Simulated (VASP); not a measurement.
# Al (P6_3/mmc) in VASP: notebook

Runs on Al. Level: revPBE. Tasks: single point, relaxation of cell and atoms.

All numbers are computed with VASP 6.6.1; they aren't measurements. Logs are shortened: lines on timing, memory, paths and dates and some standing lists are left out, and cuts for length are marked.

### 1 The cell of the first run

The structure is hexagonal, space group P6_3/mmc (No. 194). Conventional cell: a = 3.004 Å, b = 3.004 Å, c = 4.833 Å, α = 90.00°, β = 90.00°, γ = 120.00°. Within 3.9 Å of Al (site symmetry -6m2) lie 12 Al at 2.97 to 3.00 Å.

### 2 Single point, revPBE (volume scaled by 1.12)

INCAR

```
SYSTEM = Al
  PREC = Accurate
  ENCUT = 520
  EDIFF = 1E-7
  ISMEAR = -1
  SIGMA = 0.1
  LREAL = .FALSE.
  LASPH = .TRUE.
  NELM = 100
  ALGO = Normal
  ISIF = 2
  LWAVE = .FALSE.
  LCHARG = .FALSE.
  GGA = RE
  NBANDS = 10
```

KPOINTS

```
regular mesh
0
G
  14 14 8
  0 0 0
```

POSCAR

```
Al
1.0
    3.0039826798      0.0000000000      0.0000000000
   -1.5019913399      2.6015253132      0.0000000000
    0.0000000000      0.0000000000      4.8325426746
Al
2
Direct
    0.3333333333      0.6666666667      0.2500000000
    0.6666666667      0.3333333333      0.7500000000
```

Potentials or basis: VASP PAW PBE potentials, release 64 (Al).

Command:

```bash
$ cat potpaw_PBE.64/Al/POTCAR > POTCAR
$ mpirun -np 1 vasp_std > vasp.out
```

OUTCAR:

```text
SYSTEM = Al
   PREC = Accurate
   ENCUT = 520
   EDIFF = 1E-7
   ISMEAR = -1
   LREAL = .FALSE.
   LASPH = .TRUE.
   NELM = 100
   ISIF = 2
   GGA = RE

 ion  position               nearest neighbor table
   1  0.333  0.667  0.250-   2 2.97   2 2.97   2 2.97   2 2.97   2 2.97   2 2.97
   2  0.667  0.333  0.750-   1 2.97   1 2.97   1 2.97   1 2.97   1 2.97   1 2.97

  LATTYP: Found a hexagonal cell.
 ALAT       =     3.0039826798
 C/A-ratio  =     1.6087118967

  Lattice vectors:

 A1 = (   3.0039826798,   0.0000000000,   0.0000000000)
 A2 = (  -1.5019913399,   2.6015253132,   0.0000000000)
 A3 = (   0.0000000000,   0.0000000000,   4.8325426746)

Analysis of symmetry for initial positions (statically):
=====================================================================
 Subroutine PRICEL returns:
 Original cell was already a primitive cell.

 Routine SETGRP: Setting up the symmetry group for a
 hexagonal supercell.

 Subroutine GETGRP returns: Found 24 space group operations
 (whereof 12 operations were pure point group operations)
 out of a pool of 24 trial point group operations.

The static configuration has the point symmetry D_3d.
 The point group associated with its full space group is D_6h.

Analysis of symmetry for dynamics (positions and initial velocities):
=====================================================================
 Subroutine PRICEL returns:
 Original cell was already a primitive cell.

 Routine SETGRP: Setting up the symmetry group for a
 hexagonal supercell.

 Subroutine GETGRP returns: Found 24 space group operations
 (whereof 12 operations were pure point group operations)
 out of a pool of 24 trial point group operations.

The dynamic configuration has the point symmetry D_3d.
 The point group associated with its full space group is D_6h.

 Subroutine INISYM returns: Found 24 space group operations
 (whereof 12 operations are pure point group operations),
 and found     1 'primitive' translations

----------------------------------------------------------------------------------------

                                     Primitive cell

  volume of cell :      37.7660

  direct lattice vectors                    reciprocal lattice vectors
     3.003982680  0.000000000  0.000000000     0.332891400  0.192194939  0.000000000
    -1.501991340  2.601525313  0.000000000     0.000000000  0.384389879  0.000000000
     0.000000000  0.000000000  4.832542675     0.000000000  0.000000000  0.206930402

  length of vectors
     3.003982680  3.003982680  4.832542675     0.384389879  0.384389879  0.206930402

  position of ions in fractional coordinates (direct lattice)
     0.333333333  0.666666667  0.250000000
     0.666666667  0.333333333  0.750000000

  ion indices of the primitive-cell ions
   primitive index   ion index
                 1           1
                 2           2

----------------------------------------------------------------------------------------

 KPOINTS: regular mesh

Automatic generation of k-mesh.
 Grid dimensions read from file:
 generate k-points for:   14   14    8

 Generating k-lattice:

  Cartesian coordinates                     Fractional coordinates (reciprocal lattice)
     0.023777957  0.013728210  0.000000000     0.071428571  0.000000000  0.000000000
     0.000000000  0.027456420  0.000000000     0.000000000  0.071428571  0.000000000
     0.000000000  0.000000000  0.025866300     0.000000000  0.000000000  0.125000000

  Length of vectors
     0.027456420  0.027456420  0.025866300

  Shift w.r.t. Gamma in fractional coordinates (k-lattice)
     0.000000000  0.000000000  0.000000000

 Subroutine IBZKPT returns following result:
 ===========================================

 Found    120 irreducible k-points:

 Following reciprocal coordinates:
            Coordinates               Weight
  0.000000  0.000000  0.000000      1.000000
  0.071429  0.000000  0.000000      6.000000
  0.142857  0.000000  0.000000      6.000000
  0.214286  0.000000  0.000000      6.000000
  0.285714  0.000000  0.000000      6.000000
  0.357143  0.000000  0.000000      6.000000
[... 16 lines left out ...]
  0.285714  0.285714  0.000000      6.000000
  0.357143  0.285714  0.000000      6.000000
 [... further k-points ...]
   k-points           NKPTS =    120   k-points in BZ     NKDIM =    120   number of bands    NBANDS=     10
   number of dos      NEDOS =    301   number of ions     NIONS =      2
   total plane-waves  NPLWV =  20736
   dimension x,y,z NGX =    24 NGY =   24 NGZ =   36
   dimension x,y,z NGXF=    48 NGYF=   48 NGZF=   72
   ions per type =               2
   NGX,Y,Z   is equivalent  to a cutoff of  13.28, 13.28, 12.38 a.u.
   NGXF,Y,Z  is equivalent  to a cutoff of  26.56, 26.56, 24.77 a.u.
 SYSTEM =  Al
   PREC   = accura    normal or accurate (medium, high low for compatibility)
   ISTART =      0    job   : 0-new  1-cont  2-samecut
   ICHARG =      2    charge: 1-file 2-atom 10-const
   ISPIN  =      1    spin polarized calculation?
   LNONCOLLINEAR =      F non collinear calculations
   LSORBIT =      F    spin-orbit coupling
   LASPH  =      T    aspherical Exc in radial PAW
   ENCUT  =  520.0 eV  38.22 Ry    6.18 a.u.   5.59  5.59  8.99*2*pi/ulx,y,z
   NELM   =    100;   NELMIN=  2; NELMDL= -5     # of ELM steps
   EDIFF  = 0.1E-06   stopping-criterion for ELM
   LREAL  =      F    real-space projection
   EDIFFG = 0.1E-05   stopping-criterion for IOM
   NSW    =      0    number of steps for IOM
   IBRION =     -1    ionic relax: 0-MD 1-quasi-New 2-CG
   NFREE  =      0    steps in history (QN), initial steepest desc. (CG)
   ISIF   =      2    stress and relaxation
   ISYM   =      2    0-nonsym 1-usesym 2-fastsym
   POTIM  = 0.5000    time-step for ionic-motion
   TEBEG  =    0.0;   TEEND  =   0.0 temperature during run
   PSTRESS=    0.0 pullay stress
   NELECT =       6.0000    total number of electrons
   NUPDOWN=      -1.0000    fix difference up-down
   EMIN   =  10.00;   EMAX   =-10.00  energy-range for DOS
   EFERMI =   0.00;   METHOD = LEGACY
   ISMEAR =    -1;   SIGMA  =   0.10  broadening in eV -4-tet -1-fermi 0-gaus
   EFERMI_NEDOS =   21; number of points for ismear=-14 and -15
   IALGO  =     38    algorithm
   IMIX   =      4    mixing-type and parameters
     AMIX     =   0.40;   BMIX     =  1.00
     AMIX_MAG =   1.60;   BMIX_MAG =  1.00
  volume/ion in A,a.u.               =      18.88       127.43
  Fermi-wavevector in a.u.,A,eV,Ry     =   0.886662  1.675549 10.696490  0.786170
  Thomas-Fermi vector in A             =   2.007858
   LORBIT       =      0    0 simple, 1 ext, 2 COOP (PROOUT), +10 PAW based schemes
   GGA     = RE    functional components
   LHFCALC =     F    Hartree Fock is set to
   AEXX    =    0.0000 exact exchange contribution
   IVDW    =     0    specifies the selected vdW correction
   LEPSILON=     F    determine dielectric tensor
   LRPA    =     F    only Hartree local field effects (RPA)
 non-spin polarized calculation
  energy-cutoff  :      520.00
  volume of cell :       37.77
 maximum number of plane-waves:      1038
 NGX is ok and might be reduce to    24
   NGX = 11   NGY = 11   NGZ = 17

 number of electron       6.0000000 magnetization

 Free energy of the ion-electron system (eV)
  ---------------------------------------------------
  ext. energy  EPLUGINS =         0.00000000
  ---------------------------------------------------
  free energy    TOTEN  =        -6.95860166 eV

  energy without entropy =       -6.92527969  energy(sigma->0) =       -6.94194067

 E-fermi :   6.7218     XC(G=0):  -9.6805

 val. band max:        6.7076241236   @ k =   0.3571   0.2857   0.2500
 cond. band min:       6.7251700688   @ k =   0.2857   0.0714   0.2500
 fundamental gap:      0.0175459452
 Fermi energy:         6.7217618734

 k-point     1 :       0.0000    0.0000    0.0000
  band No.  band energies     occupation
      1      -3.5045      2.00000
      2       2.7163      2.00000
      3       2.7207      2.00000
      4      16.0220      0.00000
      5      16.0220      0.00000
      6      16.7813      0.00000
      7      16.7813      0.00000
      8      18.2917      0.00000
      9      19.2408      0.00000
     10      19.7902      0.00000

 k-point     2 :       0.0714    0.0000    0.0000
  band No.  band energies     occupation
      1      -3.3930      2.00000
      2       2.8249      2.00000
      3       2.8265      2.00000
      4      14.2638      0.00000
      5      15.0755      0.00000
      6      16.4534      0.00000
      7      17.9167      0.00000
      8      19.0396      0.00000
      9      19.3369      0.00000
     10      19.5256      0.00000

 k-point     3 :       0.1429    0.0000    0.0000
  band No.  band energies     occupation
      1      -3.0589      2.00000
      2       3.1376      2.00000
      3       3.1558      2.00000
      4      11.8630      0.00000
      5      14.0225      0.00000
      6      15.5280      0.00000
      7      17.3664      0.00000
      8      17.4795      0.00000
      9      18.9919      0.00000
     10      19.6674      0.00000

 k-point     4 :       0.2143    0.0000    0.0000
  band No.  band energies     occupation
      1      -2.5037      2.00000
      2       3.6581      2.00000
      3       3.6997      2.00000
      4       9.5355      0.00000
      5      13.1498      0.00000
      6      14.5318      0.00000
      7      15.2898      0.00000
      8      15.4267      0.00000
      9      18.2559      0.00000
     10      19.1278      0.00000
[... 222 lines left out ...]
 k-point    22 :       0.3571    0.2143    0.0000
  band No.  band energies     occupation
      1       1.8526      2.00000
      2       3.3878      2.00000
      3       6.3183      1.96523
      4       7.6907      0.00012
      5       8.0530      0.00000
      6       9.3973      0.00000
      7       9.6254      0.00000
      8      12.4474      0.00000
      9      12.5997      0.00000
     10      19.3685      0.00000

 k-point    23 :       0.2857    0.2857    0.0000
  band No.  band energies     occupation
      1       1.7519      2.00000
      2       4.5757      2.00000
      3       4.9513      2.00000
      4       7.6322      0.00022
      5       7.9594      0.00001
      6      10.1351      0.00000
      7      10.6657      0.00000
      8      11.1976      0.00000
      9      11.6126      0.00000
     10      21.6169      0.00000

 k-point    24 :       0.3571    0.2857    0.0000
  band No.  band energies     occupation
      1       2.9912      2.00000
      2       3.2991      2.00000
      3       4.6960      2.00000
      4       8.5920      0.00000
      5       8.9575      0.00000
      6       9.2558      0.00000
      7       9.6728      0.00000
      8      10.8957      0.00000
      9      11.2201      0.00000
     10      21.7712      0.00000

 [... further k-points ...]

------------------------ aborting loop because EDIFF is reached ----------------------------------------

  FORCE on cell =-STRESS in cart. coord.  units (eV):
  Direction    XX          YY          ZZ          XY          YZ          ZX
  --------------------------------------------------------------------------------------
  -------------------------------------------------------------------------------------
  Total       -1.6094132     -1.6094132     -1.3439478      0.0000000     -0.0000000      0.0000000
  in kB      -68.2773981    -68.2773981    -57.0153531      0.0000000     -0.0000000      0.0000000
  external PRESSURE =     -64.5233831 kB  Pullay stress =       0.0000000 kB

 VOLUME and BASIS-vectors are now :
 -----------------------------------------------------------------------------
  energy-cutoff  :      520.00
  volume of cell :       37.77
      direct lattice vectors                 reciprocal lattice vectors
     3.003982680  0.000000000  0.000000000     0.332891400  0.192194939  0.000000000
    -1.501991340  2.601525313  0.000000000     0.000000000  0.384389879  0.000000000
     0.000000000  0.000000000  4.832542675     0.000000000  0.000000000  0.206930402

 POSITION                                       TOTAL-FORCE (eV/Angst)
 -----------------------------------------------------------------------------------
     -0.00000      1.73435      1.20814         0.000000      0.000000      0.000000
      1.50199      0.86718      3.62441        -0.000000     -0.000000      0.000000
 -----------------------------------------------------------------------------------
    total drift:                               -0.000000      0.000000     -0.000000

  FREE ENERGIE OF THE ION-ELECTRON SYSTEM (eV)
  ---------------------------------------------------
  free  energy   TOTEN  =        -6.9586016579 eV

  energy  without entropy=       -6.9252796852  energy(sigma->0) =       -6.94194067
```

Run time: 13 s. Hardware: 1 thread of Intel Xeon 6975P-C (Granite Rapids), shared host; peak memory 0.16 GiB.

Results:

| Quantity | Value |
| --- | --- |
| Free energy | -6.9586 eV |
| Pressure | -6.5 GPa |
| Band gap on the k mesh | zero (band 3 reaches 10.85 eV, above the bottom of band 4 at 3.67 eV) |

Caveat: the cell differs from its parent crystal (volume scaled by 1.12); the PAW data sets were made with another functional, which shifts forces and pressure a little.

### 3 Relaxation of cell and atoms, revPBE

This run uses another cell than the first one, of 16.60 Å³/atom, 0.879 times its volume.

INCAR

```
ALGO = Normal ; EDIFF = 1E-6
EDIFFG = -0.01 ; ENCUT = 600
GGA = RE ; IBRION = 2
ISIF = 3 ; ISMEAR = -1
LASPH = T ; LCHARG = F
LREAL = F ; LWAVE = F
NELM = 80 ; NSW = 80
PREC = Accurate ; SIGMA = 0.1
```

KPOINTS

```
k-points
0
Gamma
  13 13 7
```

POSCAR

```
Al
1.0
    2.8634814820      0.0000000000      0.0000000000
   -1.4317407410      2.4798477067      0.0000000000
    0.0000000000      0.0000000000      4.6760652602
Al
2
Direct
    0.3333333333      0.6666666667      0.2500000000
    0.6666666667      0.3333333333      0.7500000000
```

Potentials or basis: VASP PAW PBE potentials, release 64 (Al).

Command:

```bash
$ cat potpaw_PBE.64/Al/POTCAR > POTCAR
$ mpirun -np 1 vasp_std > vasp.out
```

Run time: 19 s. Hardware: 1 thread of Intel Xeon 6975P-C (Granite Rapids), shared host; peak memory 0.16 GiB.

Results (log left out):

```yaml
Free_energy: -7.0602 eV
Relaxed_volume: 16.82 Å³/atom
Relaxed_cell: a = 2.881 Å, b = 2.881 Å, c = 4.682 Å, α = 90.00°, β = 90.00°, γ = 120.00°
Space_group_after_relaxing_to_0.05_Å: P6_3/mmc (No. 194)
Energy_gained_by_relaxing: 0.8 meV/atom
Ionic_steps: 6
Pressure_after_relaxing: 0.0 GPa
Band_gap_on_the_k_mesh: zero (band 3 reaches 11.20 eV, above the bottom of band 4 at 5.11 eV)
```

Stress tensor (GPa, compression positive):
```
 0.07  0.00  0.00
 0.00  0.07  0.00
 0.00  0.00 -0.08
```

The path:
| step | energy change (eV) | largest force (eV/Å) | pressure (GPa) | volume (Å³) |
| --- | --- | --- | --- | --- |
| 1 | 0.0000 | 0.0000 | 1.02 | 33.20 |
| 2 | -0.0014 | 0.0000 | -0.14 | 33.72 |
| 3 | -0.0014 | 0.0000 | -0.02 | 33.66 |
| 4 | -0.0014 | 0.0000 | 0.01 | 33.65 |
| 5 | -0.0015 | 0.0000 | 0.01 | 33.65 |
| 6 | -0.0015 | 0.0000 | 0.02 | 33.64 |

Final structure:
```xyz
2
Lattice="2.8806 0.0000 0.0000 -1.4403 2.4946 0.0000 0.0000 0.0000 4.6818" Properties=species:S:1:pos:R:3 pbc="T T T"
Al    0.0000    1.6631    1.1704
Al    1.4403    0.8315    3.5113
```

Levels at points of the mesh, in eV from the Fermi level:
```csv
k point,band 1,band 2,band 3,band 4,band 5,band 6,band 7
"(0.00, 0.00, 0.00)",-11.01,-4.51,-4.28,10.37,10.37,10.81,10.81
```

Caveat: the PAW data sets were made with another functional, which shifts forces and pressure a little.

### 4 Single point, revPBE

This run uses another cell than the first one, of 16.86 Å³/atom, 0.893 times its volume.

INCAR

```
  PREC = Accurate
  ENCUT = 520
  EDIFF = 1E-6
  ISMEAR = -1
  SIGMA = 0.1
  LREAL = False
  LASPH = True
  NELM = 80
  ALGO = Normal
  ISIF = 2
  LWAVE = False
  LCHARG = False
  GGA = RE
  NBANDS = 10
```

KPOINTS

```
Automatic mesh
0
Gamma
  20 20 11
```

POSCAR

```
Al
1.0
    2.8926202137      0.0000000000      0.0000000000
   -1.4463101069      2.5050825886      0.0000000000
    0.0000000000      0.0000000000      4.6533925507
Al
2
Direct
    0.3333333333      0.6666666667      0.2500000000
    0.6666666667      0.3333333333      0.7500000000
```

Command:

```bash
$ cat potpaw_PBE.64/Al/POTCAR > POTCAR
$ mpirun -np 1 vasp_std > vasp.out
```

It took 22 s on 1 thread of Intel Xeon 6975P-C (Granite Rapids), shared host; peak memory 0.19 GiB.

The run converged. Its results:

```yaml
Free_energy: -7.0529 eV
Pressure: 0.0 GPa
Band_gap_on_the_k_mesh: zero (band 3 reaches 11.60 eV, above the bottom of band 4 at 4.83 eV)
```

Stress tensor (GPa, compression positive):
```
-0.61  0.00  0.00
 0.00 -0.61  0.00
 0.00  0.00  1.22
```

Levels at points of the mesh, in eV from the Fermi level:
| k point | band 1 | band 2 | band 3 | band 4 | band 5 | band 6 | band 7 | band 8 |
| --- | --- | --- | --- | --- | --- | --- | --- | --- |
| (0.00, 0.00, 0.00) | -10.99 | -4.44 | -4.15 | 10.19 | 10.19 | 10.67 | 10.67 | 12.12 |
| (0.50, 0.00, 0.00) | -5.33 | -5.10 | 0.61 | 1.26 | 1.53 | 1.83 | 5.34 | 7.07 |

Caveat: the PAW data sets were made with another functional, which shifts forces and pressure a little.

### 5 The runs side by side

| task | cell | k mesh | cutoff (eV) | gap on the mesh (eV) | pressure (GPa) |
| --- | --- | --- | --- | --- | --- |
| single point | a = 3.004, b = 3.004, c = 4.833 Å, angles 90.0, 90.0, 120.0°, 2 atoms | 14 × 14 × 8 | 520 | none | -6.5 |
| relaxation of cell and atoms | relaxed from a = 2.863, b = 2.863, c = 4.676 Å, angles 90.0, 90.0, 120.0°, 2 atoms | 13 × 13 × 7 | 600 | none | 0.0 |
| single point | a = 2.893, b = 2.893, c = 4.653 Å, angles 90.0, 90.0, 120.0°, 2 atoms | 20 × 20 × 11 | 520 | none | 0.0 |

Alike in all rows: level revPBE; potentials or basis VASP PAW PBE potentials, release 64 (Al); no spin polarisation; smearing fermi-dirac 0.1 eV.

Caveats: the PAW data sets were made with another functional, which shifts forces and pressure a little.

Total energies depend on the potentials used, so only differences within one code and one set of settings carry meaning.
